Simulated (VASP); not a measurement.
A run of VASP 6.6.1 is set up as follows.

INCAR

```
SYSTEM = Ni
PREC     = Accurate       ! precision mode
ENCUT    = 600            ! plane-wave cutoff, eV
EDIFF    = 1E-6           ! SCF threshold, eV
ISMEAR   = -1             ! smearing method
SIGMA    = 0.05           ! smearing width, eV
LREAL    = .False.        ! projectors in reciprocal space
LASPH    = .True.         ! aspherical terms in the spheres
NELM     = 150            ! most SCF steps
ALGO     = Normal         ! electronic algorithm
ISIF     = 3              ! what is computed and relaxed
LWAVE    = .False.        ! write WAVECAR
LCHARG   = .False.        ! write CHGCAR
ISPIN    = 2              ! spin polarisation
MAGMOM   = 1              ! initial moments
LORBIT   = 11             ! projections on sites
LMAXMIX  = 4              ! l up to which the mixer works
GGA      = PE             ! functional
IBRION   = 2              ! ionic algorithm
NSW      = 60             ! ionic steps
EDIFFG   = -0.005         ! ionic threshold
PSTRESS  = -9.399999999999999
```

Contents of KPOINTS:

```
regular mesh
0
Gamma
  19 19 19
  0 0 0
```

File POSCAR:

```
Ni
1.0
    0.0000000000      1.7627176325      1.7627176325
    1.7627176325      0.0000000000      1.7627176325
    1.7627176325      1.7627176325      0.0000000000
Ni
1
Direct
    0.0000000000      0.0000000000      0.0000000000
```

Potentials or basis: VASP PAW PBE potentials, release 64 (Ni).

Command:

```console
$ cat potpaw_PBE.64/Ni/POTCAR > POTCAR
$ mpirun -np 1 vasp_std > vasp.out
```

(1) Estimate the net moment.

(2) What does it give for the relaxed volume?

(3) Predict the relaxed cell.

(4) What does it give for the site moments?

## Answers

(1) 0.63 μB per cell.

(2) 10.94 Å³/atom.

(3) a = 2.492 Å, b = 2.492 Å, c = 2.492 Å, α = 60.00°, β = 60.00°, γ = 60.00°.

(4) Ni +0.65 μB.

Caveat: the cell is relaxed towards a set pressure, so the run minimises the enthalpy, not the energy.
